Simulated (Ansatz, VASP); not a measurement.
## Two plane-wave programs on Pb

Contents of INCAR:

```
PREC = Accurate ; ENCUT = 520
EDIFF = 1E-6 ; ISMEAR = 0
SIGMA = 0.05 ; LREAL = F
LASPH = T ; NELM = 80
ALGO = Normal ; ISIF = 2
LWAVE = F ; LCHARG = F
GGA = PE ; NBANDS = 13
```

File KPOINTS:

```
regular mesh
0
Gamma
  12 12 12
```

POSCAR

```
Pb
1.0
    0.0000000000      2.4749988096      2.4749988096
    2.4749988096      0.0000000000      2.4749988096
    2.4749988096      2.4749988096      0.0000000000
Pb
1
Direct
    0.0000000000      0.0000000000      0.0000000000
```

Input for Ansatz:

```yaml
crystal:
  lattice:
    - [0.0, 2.4749988096, 2.4749988096]
    - [2.4749988096, 0.0, 2.4749988096]
    - [2.4749988096, 2.4749988096, 0.0]
  atoms:
    - { symbol: Pb, position: [0.0, 0.0, 0.0] }
basis:
  ecutwfc: 420
  ecutrho_ratio: 4
kpoints:
  mp_grid: { grid: [12, 12, 12] }
hamiltonian:
  xc: pbe
scf:
  occupations: { method: gaussian, width: 0.05 }
output:
  forces: true
  stress: true
  eigenvalues: true
```

Alike in both runs: task single point; functional PBE; k mesh 12 × 12 × 12; occupations gaussian, width 0.05 eV; no spin polarisation.

|  | VASP | Ansatz |
| --- | --- | --- |
| version | VASP 6.6.1 | Ansatz 0.2.0 |
| potentials or method | VASP PAW PBE potentials, release 64 (Pb_d), cutoff 520 eV | scalar-relativistic, plane waves, PAW |
| valence electrons in the cell | 14 | 14 |

|  | VASP | Ansatz | Ansatz less VASP |
| --- | --- | --- | --- |
| gap on the k mesh at the Fermi level (eV) | none | none | - |
| pressure (GPa) | 2.7 | 2.8 | +0.07 |

A gap of «none» marks a metal or a gap that the smearing closes. With one functional, cell and mesh, what is left measures potentials, basis and numerics.

Neither program's run includes spin-orbit coupling.
